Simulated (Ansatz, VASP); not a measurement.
AlN: VASP beside Ansatz

```
Al N
1.0
     0.00000    2.03452    2.03452
     2.03452    0.00000    2.03452
     2.03452    2.03452    0.00000
Al N
1 1
Direct
  0.85800 0.89800 0.28500
  0.35800 0.39800 0.78500
```

Alike in both runs: task single point; functional PBE; k mesh 6 × 6 × 6; occupations gaussian, width 0.1 eV; no spin polarisation.

|  | VASP | Ansatz |
| --- | --- | --- |
| version | VASP 6.6.1 | Ansatz 0.2.0 |
| potentials or method | VASP PAW PBE potentials, release 64 (Al, N), cutoff 600 eV | scalar-relativistic, plane waves, PAW |
| valence electrons in the cell | 8 | 8 |

```tsv
	VASP	Ansatz	Ansatz less VASP
gap on the k mesh at the Fermi level (eV)	4.42	4.44	+0.022
least direct gap on the mesh (eV)	5.40	5.39	-0.011
pressure (GPa)	-0.2	0.3	+0.44
```

With one functional, cell and mesh, what is left measures potentials, basis and numerics.

The k mesh is coarse, so the values compare programs but aren't converged.
